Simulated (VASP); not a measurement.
A run of VASP 6.6.1 is set up as follows.

File INCAR:

```
SYSTEM = WS2
PREC = Accurate ; ENCUT = 500
EDIFF = 1E-6 ; ISMEAR = 0
SIGMA = 0.05 ; LREAL = .FALSE.
LASPH = .TRUE. ; NELM = 120
ALGO = Normal ; ISIF = 2
LWAVE = .FALSE. ; LCHARG = .FALSE.
GGA = PS ; NBANDS = 20
GGA_COMPAT = .FALSE.
```

The input KPOINTS:

```
Automatic mesh
0
G
  15 15 2
  0 0 0
```

POSCAR

```
WS2
1.0
    3.0839655899      0.0000000000      0.0000000000
   -1.5419827949      2.6707925452      0.0000000000
    0.0000000000      0.0000000000     18.0625737141
W S
1 2
Direct
    0.3333333333      0.6666666667      0.0000000000
    0.6666666667      0.3333333333      0.9079994900
    0.6666666667      0.3333333333      0.0920005100
```

Potentials or basis: VASP PAW PBE potentials, release 64 (W_sv, S).

The run is started by

```console
$ cat potpaw_PBE.64/W_sv/POTCAR potpaw_PBE.64/S/POTCAR > POTCAR
$ mpirun -np 1 vasp_std > vasp.out
```

What does it give for the largest force?

1.333 eV/Å.

Estimate the band gap on the k mesh.

1.65 eV (least direct gap 2.43 eV).

Forces on the atoms (eV/Å):
```
W    0.000  0.000  0.000
S    0.000  0.000  1.333
S    0.000  0.000 -1.333
```

Caveat: there is no dipole correction, which matters where the two faces differ; the PAW data sets were made with another functional, which shifts forces and pressure a little; spin-orbit coupling is left out, which moves the levels of the heavy elements.
